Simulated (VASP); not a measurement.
**Cd: single point with PBE**

Crystal: Cd.

```
Cd
1.0
     3.07869    0.00000    0.00000
    -1.53934    2.66622    0.00000
     0.00000    0.00000    6.08015
Cd
2
Direct
  0.33333 0.66667 0.25000
  0.66667 0.33333 0.75000
```

```yaml
Program: VASP 6.6.1
Task: single point
Functional: PBE
Potentials_or_basis: VASP PAW PBE potentials, release 64 (Cd)
Cutoff: 520 eV
k_mesh: 20 × 20 × 9
Occupations: fermi-dirac, width 0.1 eV
Spin: no spin polarisation
```

| Quantity | Value |
| --- | --- |
| Pressure | -2.4 GPa |
| Band gap on the k mesh | zero (bands 12 and 13 overlap by 3.85 eV) |

Stress tensor (GPa, compression positive):
```
-2.61  0.00  0.00
 0.00 -2.61  0.00
 0.00  0.00 -1.99
```

Levels at points of the mesh, in eV from the Fermi level:
```
           k point  band 9  band 10  band 11  band 12  band 13  band 14  band 15  band 16
(0.00, 0.00, 0.00)   -8.38    -8.38    -7.90    -3.52    -2.53     8.63    12.49    14.07
(0.50, 0.00, 0.00)   -8.13    -8.12    -1.83    -1.59     1.51     2.28     2.96     4.84
```

Wall time 71 s on 1 thread of AMD EPYC 9R45 96-Core Processor (Zen 5), on a shared host, peak memory 0.26 GiB.
